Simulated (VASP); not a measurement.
# CaF (Pm-3m) in VASP: a series of runs, part 2 of 2

VASP 6.6.1.

### 5 Single point, PBE

This run uses another cell than the first one, of 19.24 Å³/atom.

Contents of INCAR:

```
PREC = Accurate
ENCUT = 600
EDIFF = 1E-6
ISMEAR = 0
SIGMA = 0.1
LREAL = False
LASPH = True
NELM = 120
ALGO = Normal
ISIF = 2
LWAVE = False
LCHARG = False
GGA = PE
NBANDS = 16
GGA_COMPAT = False
```

Contents of KPOINTS:

```
regular mesh
0
Gamma
  16 16 16
```

Contents of POSCAR:

```
CaF
1.0
    3.3761226950      0.0000000000      0.0000000000
    0.0000000000      3.3761226950      0.0000000000
    0.0000000000      0.0000000000      3.3761226950
Ca F
1 1
Direct
    0.5000000000      0.5000000000      0.5000000000
    0.0000000000      0.0000000000      0.0000000000
```

Potentials or basis: VASP PAW PBE potentials, release 64 (Ca_sv, F).

On the command line:

```sh
cat potpaw_PBE.64/Ca_sv/POTCAR potpaw_PBE.64/F/POTCAR > POTCAR
mpirun -np 1 vasp_std > vasp.out
```

OUTCAR:

```text
PREC = Accurate
   ENCUT = 600
   EDIFF = 1E-6
   ISMEAR = 0
   LREAL = False
   LASPH = True
   NELM = 120
   ISIF = 2
   GGA = PE

 ion  position               nearest neighbor table
   1  0.500  0.500  0.500-
   2  0.000  0.000  0.000-

  LATTYP: Found a simple cubic cell.
 ALAT       =     3.3761226950

  Lattice vectors:

 A1 = (   3.3761226950,   0.0000000000,   0.0000000000)
 A2 = (   0.0000000000,   3.3761226950,   0.0000000000)
 A3 = (   0.0000000000,   0.0000000000,   3.3761226950)

Analysis of symmetry for initial positions (statically):
=====================================================================
 Subroutine PRICEL returns:
 Original cell was already a primitive cell.

 Routine SETGRP: Setting up the symmetry group for a
 simple cubic supercell.

 Subroutine GETGRP returns: Found 48 space group operations
 (whereof 48 operations were pure point group operations)
 out of a pool of 48 trial point group operations.

The static configuration has the point symmetry O_h .

Analysis of symmetry for dynamics (positions and initial velocities):
=====================================================================
 Subroutine PRICEL returns:
 Original cell was already a primitive cell.

 Routine SETGRP: Setting up the symmetry group for a
 simple cubic supercell.

 Subroutine GETGRP returns: Found 48 space group operations
 (whereof 48 operations were pure point group operations)
 out of a pool of 48 trial point group operations.

The dynamic configuration has the point symmetry O_h .

 Subroutine INISYM returns: Found 48 space group operations
 (whereof 48 operations are pure point group operations),
 and found     1 'primitive' translations

----------------------------------------------------------------------------------------

                                     Primitive cell

  volume of cell :      38.4817

[... 102 lines left out ...]
   EFERMI =   0.00;   METHOD = LEGACY
   ISMEAR =     0;   SIGMA  =   0.10  broadening in eV -4-tet -1-fermi 0-gaus
   EFERMI_NEDOS =   21; number of points for ismear=-14 and -15
   IALGO  =     38    algorithm
   IMIX   =      4    mixing-type and parameters
     AMIX     =   0.40;   BMIX     =  1.00
     AMIX_MAG =   1.60;   BMIX_MAG =  1.00
  volume/ion in A,a.u.               =      19.24       129.84
  Fermi-wavevector in a.u.,A,eV,Ry     =   1.246827  2.356162 21.151317  1.554578
  Thomas-Fermi vector in A             =   2.380987
   LORBIT       =      0    0 simple, 1 ext, 2 COOP (PROOUT), +10 PAW based schemes
   GGA     = PE    functional components
   LHFCALC =     F    Hartree Fock is set to
   AEXX    =    0.0000 exact exchange contribution
   IVDW    =     0    specifies the selected vdW correction
   LEPSILON=     F    determine dielectric tensor
   LRPA    =     F    only Hartree local field effects (RPA)
 non-spin polarized calculation
 Gauss-broadening in eV      SIGMA  =   0.10
  energy-cutoff  :      600.00
  volume of cell :       38.48
 maximum number of plane-waves:      1328
 NGX is ok and might be reduce to    28
   NGX = 13   NGY = 13   NGZ = 13

 number of electron      16.9999988 magnetization

 Free energy of the ion-electron system (eV)
  ---------------------------------------------------
  ext. energy  EPLUGINS =         0.00000000
  ---------------------------------------------------
  free energy    TOTEN  =        -7.48841680 eV

  energy without entropy =       -7.47650269  energy(sigma->0) =       -7.48245974

 E-fermi :   4.7602     XC(G=0):  -9.1077

 val. band max:        4.7581356050   @ k =   0.4375   0.3750   0.0625
 cond. band min:       4.7699683926   @ k =   0.5000   0.3750   0.0625
 fundamental gap:      0.0118327876
 Fermi energy:         4.7602292873

 k-point     1 :       0.0000    0.0000    0.0000
  band No.  band energies     occupation
      1     -38.3130      2.00000
      2     -20.4409      2.00000
      3     -19.1753      2.00000
      4     -19.1753      2.00000
      5     -19.1753      2.00000
      6      -1.7291      2.00000
[... 433 lines left out ...]
      3     -19.2828      2.00000
      4     -19.1910      2.00000
      5     -19.1421      2.00000
      6      -2.8918      2.00000
[... 8 lines left out ...]
     15      10.0280      0.00000
     16      14.1680      0.00000

 [... further k-points ...]
[... 5 lines left out ...]
  --------------------------------------------------------------------------------------
  -------------------------------------------------------------------------------------
  Total       -0.0258229     -0.0258229     -0.0258229      0.0000000      0.0000000     -0.0000000
  in kB       -1.0751293     -1.0751293     -1.0751293      0.0000000      0.0000000     -0.0000000
  external PRESSURE =      -1.0751293 kB  Pullay stress =       0.0000000 kB

 VOLUME and BASIS-vectors are now :
 -----------------------------------------------------------------------------
  energy-cutoff  :      600.00
  volume of cell :       38.48
      direct lattice vectors                 reciprocal lattice vectors
     3.376122695  0.000000000  0.000000000     0.296197766  0.000000000  0.000000000
     0.000000000  3.376122695  0.000000000     0.000000000  0.296197766  0.000000000
     0.000000000  0.000000000  3.376122695     0.000000000  0.000000000  0.296197766

 POSITION                                       TOTAL-FORCE (eV/Angst)
 -----------------------------------------------------------------------------------
      1.68806      1.68806      1.68806         0.000000      0.000000      0.000000
      0.00000      0.00000      0.00000         0.000000      0.000000      0.000000
 -----------------------------------------------------------------------------------
    total drift:                                0.000000      0.000000      0.000000

  FREE ENERGIE OF THE ION-ELECTRON SYSTEM (eV)
  ---------------------------------------------------
  free  energy   TOTEN  =        -7.4884168024 eV

  energy  without entropy=       -7.4765026864  energy(sigma->0) =       -7.48245974
```

OSZICAR:

```text
N       E                     dE             d eps       ncg     rms          rms(c)
DAV:   1     0.131987849396E+03    0.13199E+03   -0.86223E+03  5280   0.109E+03
DAV:   2    -0.149658832289E+01   -0.13348E+03   -0.12624E+03  6640   0.293E+02
DAV:   3    -0.798262529580E+01   -0.64860E+01   -0.63708E+01  8072   0.565E+01
DAV:   4    -0.812102503456E+01   -0.13840E+00   -0.13564E+00  6456   0.593E+00
DAV:   5    -0.812290426121E+01   -0.18792E-02   -0.18791E-02  6936   0.581E-01    0.520E+00
DAV:   6    -0.753775886981E+01    0.58515E+00   -0.24577E+00  5384   0.984E+00    0.274E+00
DAV:   7    -0.749313162913E+01    0.44627E-01   -0.16860E-01  5584   0.380E+00    0.120E+00
DAV:   8    -0.748801484211E+01    0.51168E-02   -0.36026E-02  6576   0.186E+00    0.124E-01
DAV:   9    -0.748816394724E+01   -0.14911E-03   -0.88130E-04  6208   0.243E-01    0.727E-02
DAV:  10    -0.748841700658E+01   -0.25306E-03   -0.25147E-04  6048   0.116E-01    0.933E-03
DAV:  11    -0.748841706987E+01   -0.63290E-07   -0.11331E-05  6120   0.321E-02    0.582E-03
DAV:  12    -0.748841680244E+01    0.26743E-06   -0.95128E-07  4144   0.100E-02
   1 F= -.74884168E+01 E0= -.74824597E+01  d E =-.119141E-01
```

Wall time 82 s (1 thread of AMD EPYC 9755, shared host); peak memory 0.22 GiB.

What came out:

```yaml
Free_energy: -7.4884 eV
Pressure: -0.1 GPa
Band_gap_on_the_k_mesh: zero (an odd number of electrons rules out a gap without spin polarisation)
```

Caveat: an odd number of electrons without spin polarisation forces a metal; a magnetic or distorted state may lie lower.

### 6 Single point, PBE

This run uses another cell than the first one, of 19.24 Å³/atom.

Contents of INCAR:

```
SYSTEM = CaF
PREC = Accurate
ENCUT = 600
EDIFF = 1E-6
ISMEAR = 0
SIGMA = 0.1
LREAL = .False.
LASPH = .True.
NELM = 120
ALGO = Normal
ISIF = 2
LWAVE = .False.
LCHARG = .False.
GGA = PE
NBANDS = 16
GGA_COMPAT = .False.
```

Contents of KPOINTS:

```
regular mesh
0
Gamma
  16 16 16
  0 0 0
```

POSCAR is that of step 5.

Potentials or basis: VASP PAW PBE potentials, release 64 (Ca_sv, F).

On the command line:

```sh
cat potpaw_PBE.64/Ca_sv/POTCAR potpaw_PBE.64/F/POTCAR > POTCAR
mpirun -np 1 vasp_std > vasp.out
```

Run time: 74 s. Hardware: 1 thread of AMD EPYC 9755, shared host; peak memory 0.22 GiB.

The run converged. Its results:

```yaml
Free_energy: -7.4884 eV
Pressure: -0.1 GPa
Band_gap_on_the_k_mesh: zero (an odd number of electrons rules out a gap without spin polarisation)
```

Levels at points of the mesh, in eV from the Fermi level:
| k point | band 4 | band 5 | band 6 | band 7 | band 8 | band 9 | band 10 | band 11 | band 12 | band 13 |
| --- | --- | --- | --- | --- | --- | --- | --- | --- | --- | --- |
| (0.00, 0.00, 0.00) | -23.94 | -23.94 | -6.49 | -6.49 | -6.49 | -2.81 | -0.38 | -0.38 | 3.38 | 3.38 |
| (0.50, 0.00, 0.00) | -23.91 | -23.91 | -7.73 | -6.52 | -6.52 | 0.23 | 0.30 | 1.36 | 2.62 | 2.62 |
| (0.50, 0.50, 0.00) | -24.21 | -23.88 | -7.19 | -7.19 | -6.36 | -0.15 | 0.05 | 2.28 | 2.28 | 4.16 |
| (0.50, 0.50, 0.50) | -24.16 | -24.16 | -7.33 | -7.33 | -7.33 | 1.52 | 1.52 | 1.52 | 4.24 | 4.24 |

Caveat: an odd number of electrons without spin polarisation forces a metal; a magnetic or distorted state may lie lower.

### 7 Summary

```csv
spin,cell,k mesh,gap on the mesh (eV),pressure (GPa)
off,"a = 3.301 Å, 2 atoms",6 × 6 × 6,none,1.2
collinear,"a = 3.301 Å, 2 atoms",6 × 6 × 6,none,1.2
off,"a = 3.376 Å, 2 atoms",16 × 16 × 16,none,-0.1
```

Alike in all rows: task single point; level PBE; potentials or basis VASP PAW PBE potentials, release 64 (Ca_sv, F); cutoff (eV) 600; smearing gaussian 0.1 eV.

Caveats: an odd number of electrons without spin polarisation forces a metal (at least some runs); a magnetic or distorted state may lie lower (at least some runs).

Total energies depend on the potentials used, so only differences within one code and one set of settings carry meaning.

The gap in the log of VASP goes by the Fermi energy; the results here count the filled bands.